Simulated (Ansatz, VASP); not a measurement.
**Si in VASP and in Ansatz**

```
Si
1.0
    -3.35079    3.35079    1.90836
     3.35079   -3.35079    1.90836
     3.35079    3.35079   -1.90836
Si
4
Cartesian
  1.1985 1.1985 0.0000
  2.1523 2.1523 1.9084
  2.1523 -2.1523 1.9084
  -2.1523 2.1523 1.9084
```

Change from the starting cell: strain +0.015 along x and y, +0.000 along z, atoms carried along.

Alike in both runs: task single point; functional LDA; k mesh 10 × 10 × 10; occupations gaussian, width 0.03 eV; no spin polarisation.

```csv
,VASP,Ansatz
version,VASP 6.6.1,Ansatz 0.2.0
potentials or method,"VASP PAW LDA potentials, release 64 (Si), cutoff 520 eV","scalar-relativistic, plane waves, PAW"
valence electrons in the cell,16,16
```

```tsv
	VASP	Ansatz	Ansatz less VASP
gap on the k mesh at the Fermi level (eV)	0.32	0.32	+0.005
least direct gap on the mesh (eV)	0.47	0.47	0.000
pressure (GPa)	-2.4	-2.4	-0.03
traceless stress, the component that is largest in VASP (GPa)	1.55	1.55	+0.004
rms of the force components (eV/Å)	0.111	0.112	+0.0013
```

LDA's correlation is that of Perdew and Zunger in VASP and of Perdew and Wang (1992) in Ansatz. Atom by atom the forces differ by 0.001 eV/Å (rms over components).
